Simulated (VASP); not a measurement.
# NaLa (P-6m2) in VASP: settings compared, part 2 of 2

VASP 6.6.1. Earlier steps stand in the parts before.

### Step 4. Single point, PBEsol

The input, INCAR:

```
SYSTEM = NaLa
  PREC = Accurate
  ENCUT = 1130
  EDIFF = 1E-6
  ISMEAR = -1
  SIGMA = 0.05
  LREAL = .FALSE.
  LASPH = .TRUE.
  NELM = 200
  ALGO = Normal
  ISIF = 2
  LWAVE = .FALSE.
  LCHARG = .FALSE.
  GGA = PS
  NBANDS = 17
  GGA_COMPAT = .FALSE.
  LMAXMIX = 6
```

The input, KPOINTS:

```
Automatic mesh
0
G
  5 5 3
  0 0 0
```

The input, POSCAR:

```
NaLa
1.0
    3.6062507687      0.0000000000      0.0000000000
   -1.8031253843      3.1231047781      0.0000000000
    0.0000000000      0.0000000000      6.4837820000
La Na
1 1
Direct
    0.3333333333      0.6666666667      0.5000000000
    0.0000000000      0.0000000000      0.0000000000
```

Potentials or basis: VASP PAW PBE potentials, release 64 (La, Na_sv).

Launch:

```console
$ cat potpaw_PBE.64/La/POTCAR potpaw_PBE.64/Na_sv/POTCAR > POTCAR
$ mpirun -np 1 vasp_std > vasp.out
```

OUTCAR:

```text
SYSTEM = NaLa
   PREC = Accurate
   ENCUT = 1130
   EDIFF = 1E-6
   ISMEAR = -1
   LREAL = .FALSE.
   LASPH = .TRUE.
   NELM = 200
   ISIF = 2
   GGA = PS

 ion  position               nearest neighbor table
   1  0.333  0.667  0.500-
   2  0.000  0.000  0.000-

  LATTYP: Found a hexagonal cell.
 ALAT       =     3.6062507687
 C/A-ratio  =     1.7979287675

  Lattice vectors:

 A1 = (   3.6062507687,   0.0000000000,   0.0000000000)
 A2 = (  -1.8031253843,   3.1231047781,   0.0000000000)
 A3 = (   0.0000000000,   0.0000000000,   6.4837820000)

Analysis of symmetry for initial positions (statically):
=====================================================================
 Subroutine PRICEL returns:
 Original cell was already a primitive cell.

 Routine SETGRP: Setting up the symmetry group for a
 hexagonal supercell.

 Subroutine GETGRP returns: Found 12 space group operations
 (whereof 12 operations were pure point group operations)
 out of a pool of 24 trial point group operations.

The static configuration has the point symmetry D_3h.

Analysis of symmetry for dynamics (positions and initial velocities):
=====================================================================
 Subroutine PRICEL returns:
 Original cell was already a primitive cell.

 Routine SETGRP: Setting up the symmetry group for a
 hexagonal supercell.

 Subroutine GETGRP returns: Found 12 space group operations
 (whereof 12 operations were pure point group operations)
 out of a pool of 24 trial point group operations.

The dynamic configuration has the point symmetry D_3h.

 Subroutine INISYM returns: Found 12 space group operations
 (whereof 12 operations are pure point group operations),
 and found     1 'primitive' translations

----------------------------------------------------------------------------------------

                                     Primitive cell

  volume of cell :      73.0249

  direct lattice vectors                    reciprocal lattice vectors
     3.606250769  0.000000000  0.000000000     0.277296301  0.160097094  0.000000000
    -1.803125384  3.123104778  0.000000000     0.000000000  0.320194188  0.000000000
     0.000000000  0.000000000  6.483782000     0.000000000  0.000000000  0.154230972

  length of vectors
     3.606250769  3.606250769  6.483782000     0.320194188  0.320194188  0.154230972

  position of ions in fractional coordinates (direct lattice)
     0.333333333  0.666666667  0.500000000
     0.000000000  0.000000000  0.000000000

  ion indices of the primitive-cell ions
   primitive index   ion index
                 1           1
                 2           2

----------------------------------------------------------------------------------------

 KPOINTS: Automatic mesh

Automatic generation of k-mesh.
 Grid dimensions read from file:
 generate k-points for:    5    5    3

 Generating k-lattice:

  Cartesian coordinates                     Fractional coordinates (reciprocal lattice)
     0.055459260  0.032019419  0.000000000     0.200000000 -0.000000000  0.000000000
     0.000000000  0.064038838  0.000000000     0.000000000  0.200000000  0.000000000
     0.000000000  0.000000000  0.051410324     0.000000000  0.000000000  0.333333333

  Length of vectors
     0.064038838  0.064038838  0.051410324

  Shift w.r.t. Gamma in fractional coordinates (k-lattice)
     0.000000000  0.000000000  0.000000000

 Subroutine IBZKPT returns following result:
 ===========================================

 Found     10 irreducible k-points:

 Following reciprocal coordinates:
            Coordinates               Weight
  0.000000  0.000000  0.000000      1.000000
  0.200000 -0.000000  0.000000      6.000000
  0.400000 -0.000000  0.000000      6.000000
  0.200000  0.200000  0.000000      6.000000
  0.400000  0.200000  0.000000      6.000000
  0.000000  0.000000  0.333333      2.000000
  0.200000 -0.000000  0.333333     12.000000
  0.400000 -0.000000  0.333333     12.000000
  0.200000  0.200000  0.333333     12.000000
  0.400000  0.200000  0.333333     12.000000
   k-points           NKPTS =     10   k-points in BZ     NKDIM =     10   number of bands    NBANDS=     17
   number of dos      NEDOS =    301   number of ions     NIONS =      2
   total plane-waves  NPLWV = 115200
   dimension x,y,z NGX =    40 NGY =   40 NGZ =   72
   dimension x,y,z NGXF=    80 NGYF=   80 NGZF=  144
   ions per type =               1   1
   NGX,Y,Z   is equivalent  to a cutoff of  18.44, 18.44, 18.46 a.u.
   NGXF,Y,Z  is equivalent  to a cutoff of  36.88, 36.88, 36.92 a.u.
 SYSTEM =  NaLa
   PREC   = accura    normal or accurate (medium, high low for compatibility)
   ISTART =      0    job   : 0-new  1-cont  2-samecut
   ICHARG =      2    charge: 1-file 2-atom 10-const
   ISPIN  =      1    spin polarized calculation?
   LNONCOLLINEAR =      F non collinear calculations
   LSORBIT =      F    spin-orbit coupling
   LASPH  =      T    aspherical Exc in radial PAW
   ENCUT  = 1130.0 eV  83.05 Ry    9.11 a.u.   9.88  9.88 17.77*2*pi/ulx,y,z
   NELM   =    200;   NELMIN=  2; NELMDL= -5     # of ELM steps
   EDIFF  = 0.1E-05   stopping-criterion for ELM
   LREAL  =      F    real-space projection
   EDIFFG = 0.1E-04   stopping-criterion for IOM
   NSW    =      0    number of steps for IOM
   IBRION =     -1    ionic relax: 0-MD 1-quasi-New 2-CG
   NFREE  =      0    steps in history (QN), initial steepest desc. (CG)
   ISIF   =      2    stress and relaxation
   ISYM   =      2    0-nonsym 1-usesym 2-fastsym
   POTIM  = 0.5000    time-step for ionic-motion
   TEBEG  =    0.0;   TEEND  =   0.0 temperature during run
   PSTRESS=    0.0 pullay stress
   NELECT =      20.0000    total number of electrons
   NUPDOWN=      -1.0000    fix difference up-down
   EMIN   =  10.00;   EMAX   =-10.00  energy-range for DOS
   EFERMI =   0.00;   METHOD = LEGACY
   ISMEAR =    -1;   SIGMA  =   0.05  broadening in eV -4-tet -1-fermi 0-gaus
   EFERMI_NEDOS =   21; number of points for ismear=-14 and -15
   IALGO  =     38    algorithm
   IMIX   =      4    mixing-type and parameters
     AMIX     =   0.40;   BMIX     =  1.00
     AMIX_MAG =   1.60;   BMIX_MAG =  1.00
  volume/ion in A,a.u.               =      36.51       246.40
  Fermi-wavevector in a.u.,A,eV,Ry     =   1.063150  2.009062 15.378500  1.130288
  Thomas-Fermi vector in A             =   2.198625
   LORBIT       =      0    0 simple, 1 ext, 2 COOP (PROOUT), +10 PAW based schemes
   GGA     = PS    functional components
   LHFCALC =     F    Hartree Fock is set to
   AEXX    =    0.0000 exact exchange contribution
   IVDW    =     0    specifies the selected vdW correction
   LEPSILON=     F    determine dielectric tensor
   LRPA    =     F    only Hartree local field effects (RPA)
 non-spin polarized calculation
  energy-cutoff  :     1130.00
  volume of cell :       73.02
 maximum number of plane-waves:      6323
 NGX is ok and might be reduce to    40
   NGX = 19   NGY = 19   NGZ = 35

 number of electron      20.0000001 magnetization

 Free energy of the ion-electron system (eV)
  ---------------------------------------------------
  ext. energy  EPLUGINS =         0.00000000
  ---------------------------------------------------
  free energy    TOTEN  =        -6.27308930 eV

  energy without entropy =       -6.24769282  energy(sigma->0) =       -6.26039106

 E-fermi :   4.0942     XC(G=0):  -8.2054

 val. band max:        3.9845690268   @ k =   0.2000   0.2000   0.0000
 cond. band min:       4.1118973058   @ k =   0.2000   0.2000   0.3333
 fundamental gap:      0.1273282790
 Fermi energy:         4.0941655827

 k-point     1 :       0.0000    0.0000    0.0000
  band No.  band energies     occupation
      1     -47.9674      2.00000
      2     -28.9297      2.00000
      3     -20.0531      2.00000
      4     -20.0481      2.00000
      5     -20.0481      2.00000
      6     -12.6512      2.00000
[... 9 lines left out ...]
     16       5.8949      0.00000
     17       5.9186      0.00000
[... 161 lines left out ...]
 k-point    10 :       0.4000    0.2000    0.3333
  band No.  band energies     occupation
      1     -47.9651      2.00000
      2     -28.7182      2.00000
      3     -20.0838      2.00000
      4     -20.0665      2.00000
      5     -20.0461      2.00000
      6     -13.0664      2.00000
[... 9 lines left out ...]
     16       5.9485      0.00000
     17       6.1269      0.00000

------------------------ aborting loop because EDIFF is reached ----------------------------------------

  FORCE on cell =-STRESS in cart. coord.  units (eV):
  Direction    XX          YY          ZZ          XY          YZ          ZX
  --------------------------------------------------------------------------------------
  -------------------------------------------------------------------------------------
  Total       -0.4328324     -0.4328324     -0.4258108     -0.0000000      0.0000000      0.0000000
  in kB       -9.4964092     -9.4964092     -9.3423553     -0.0000000      0.0000000      0.0000000
  external PRESSURE =      -9.4450579 kB  Pullay stress =       0.0000000 kB

 VOLUME and BASIS-vectors are now :
 -----------------------------------------------------------------------------
  energy-cutoff  :     1130.00
  volume of cell :       73.02
      direct lattice vectors                 reciprocal lattice vectors
     3.606250769  0.000000000  0.000000000     0.277296301  0.160097094  0.000000000
    -1.803125384  3.123104778  0.000000000     0.000000000  0.320194188  0.000000000
     0.000000000  0.000000000  6.483782000     0.000000000  0.000000000  0.154230972

 POSITION                                       TOTAL-FORCE (eV/Angst)
 -----------------------------------------------------------------------------------
     -0.00000      2.08207      3.24189         0.000000      0.000000      0.000000
      0.00000      0.00000      0.00000        -0.000000      0.000000      0.000000
 -----------------------------------------------------------------------------------
    total drift:                                0.000000     -0.000000     -0.000000

  FREE ENERGIE OF THE ION-ELECTRON SYSTEM (eV)
  ---------------------------------------------------
  free  energy   TOTEN  =        -6.2730893039 eV

  energy  without entropy=       -6.2476928239  energy(sigma->0) =       -6.26039106
```

OSZICAR:

```text
N       E                     dE             d eps       ncg     rms          rms(c)
DAV:   1     0.321894231011E+03    0.32189E+03   -0.12479E+04   340   0.261E+03
DAV:   2     0.559297569809E+02   -0.26596E+03   -0.24467E+03   565   0.297E+02
DAV:   3    -0.359173286526E+01   -0.59521E+02   -0.58484E+02   429   0.228E+02
DAV:   4    -0.675929404615E+01   -0.31676E+01   -0.31143E+01   594   0.450E+01
DAV:   5    -0.691554804197E+01   -0.15625E+00   -0.15584E+00   560   0.105E+01    0.305E+00
DAV:   6    -0.630056434325E+01    0.61498E+00   -0.25714E+00   644   0.662E+00    0.134E+00
DAV:   7    -0.627877500850E+01    0.21789E-01   -0.14556E-01   574   0.233E+00    0.626E-01
DAV:   8    -0.627316614065E+01    0.56089E-02   -0.23410E-02   624   0.122E+00    0.119E-01
DAV:   9    -0.627306443148E+01    0.10171E-03   -0.24278E-03   480   0.294E-01    0.415E-02
DAV:  10    -0.627307232154E+01   -0.78901E-05   -0.41458E-04   584   0.137E-01    0.143E-02
DAV:  11    -0.627308052984E+01   -0.82083E-05   -0.28755E-05   488   0.447E-02    0.928E-03
DAV:  12    -0.627308506946E+01   -0.45396E-05   -0.23894E-05   536   0.342E-02    0.674E-03
DAV:  13    -0.627308846202E+01   -0.33926E-05   -0.18948E-05   440   0.320E-02    0.266E-03
DAV:  14    -0.627308930385E+01   -0.84183E-06   -0.70550E-06   656   0.156E-02
   1 F= -.62730893E+01 E0= -.62603911E+01  d E =-.253965E-01
```

Run time: 72 s. Hardware: 1 thread of Intel Xeon Platinum 8259CL at 2.50GHz (Skylake/Cascade Lake), shared host; peak memory 0.36 GiB.

Results:

```
Free energy            : -6.2731 eV
Pressure               : -0.9 GPa
Band gap on the k mesh : zero (bands 10 and 11 overlap by 0.23 eV)
```

Levels at points of the mesh, in eV from the Fermi level:
| k point | band 8 | band 9 | band 10 | band 11 | band 12 | band 13 |
| --- | --- | --- | --- | --- | --- | --- |
| (0.00, 0.00, 0.00) | -15.89 | -3.17 | -1.16 | 0.89 | 1.21 | 1.76 |

Caveat: the k points lie up to 0.40 Å⁻¹ apart; the PAW data sets were made with another functional, which shifts forces and pressure a little; spin-orbit coupling is left out, which moves the levels of the heavy elements.

### Step 5. Summary

| level | gap on the mesh (eV) | pressure (GPa) |
| --- | --- | --- |
| PBE | none | 0.0 |
| revPBE | none | 0.8 |
| PBEsol | none | -0.9 |

Alike in all rows: task single point; potentials or basis VASP PAW PBE potentials, release 64 (La, Na_sv); no spin polarisation; cell as given; k mesh 5 × 5 × 3; cutoff (eV) 1130; smearing fermi-dirac 0.05 eV.

Caveats: all runs use coarse meshes; spin-orbit coupling is left out, which moves the levels of the heavy elements; the PAW data sets were made with another functional, which shifts forces and pressure a little (at least some runs).

Total energies depend on the potentials used, so only differences within one code and one set of settings carry meaning.

The gap in the log of VASP goes by the Fermi energy; the results here count the filled bands.